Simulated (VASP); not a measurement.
Here is a VASP 6.6.1 calculation.

File INCAR:

```
  PREC = Accurate
  ENCUT = 520
  EDIFF = 1E-8
  ISMEAR = -1
  SIGMA = 0.02
  LREAL = Auto
  LASPH = True
  NELM = 100
  ALGO = Normal
  ISIF = 2
  LWAVE = False
  LCHARG = False
  GGA = PE
  LEFG = True
  NBANDS = 146
```

KPOINTS

```
regular mesh
0
Gamma
  8 8 1
```

POSCAR

```
ZnS
1.0
    3.8083171437      0.0000000000      0.0000000000
   -1.9041585718      3.2980993921      0.0000000000
    0.0000000000      0.0000000000     43.6251415000
Zn S
14 14
Direct
    0.0000000000      0.0000000000      0.1428991200
    0.6666666667      0.3333333333      0.0714804500
    0.0000000000      0.0000000000      0.5714154500
    0.3333333333      0.6666666667      0.2143217000
    0.3333333333      0.6666666667      0.7857332600
    0.6666666667      0.3333333333      0.6428990600
    0.6666666667      0.3333333333      0.4286660900
    0.0000000000      0.0000000000      0.8572013900
    0.6666666667      0.3333333333      0.9286019000
    0.0000000000      0.0000000000      0.7143563700
    0.6666666667      0.3333333333      0.2857094200
    0.0000000000      0.0000000000      0.3571828100
    0.3333333333      0.6666666667      0.0000256600
    0.3333333333      0.6666666667      0.5000280300
    0.3333333333      0.6666666667      0.5535239300
    0.6666666667      0.3333333333      0.4821316100
    0.0000000000      0.0000000000      0.1964006300
    0.6666666667      0.3333333333      0.3391892100
    0.0000000000      0.0000000000      0.9106885300
    0.3333333333      0.6666666667      0.8392959900
    0.0000000000      0.0000000000      0.7677829700
    0.3333333333      0.6666666667      0.2678197700
    0.6666666667      0.3333333333      0.6964519700
    0.0000000000      0.0000000000      0.4107399500
    0.3333333333      0.6666666667      0.0535846700
    0.0000000000      0.0000000000      0.6248979900
    0.6666666667      0.3333333333      0.9820625500
    0.6666666667      0.3333333333      0.1249665000
```

Potentials or basis: VASP PAW PBE potentials, release 64 (Zn, S).

Launch:

```bash
$ cat potpaw_PBE.64/Zn/POTCAR potpaw_PBE.64/S/POTCAR > POTCAR
$ mpirun -np 1 vasp_std > vasp.out
```

(1) Estimate the largest force.

(2) Estimate the pressure.

(3) What does it give for the band gap on the k mesh?

Answers

(1) 0.011 eV/Å.

(2) 2.3 GPa.

(3) 2.17 eV.

Caveat: without QUAD_EFG the Cq values of the log hold for a quadrupole moment of 1 mb, not for the nuclei.
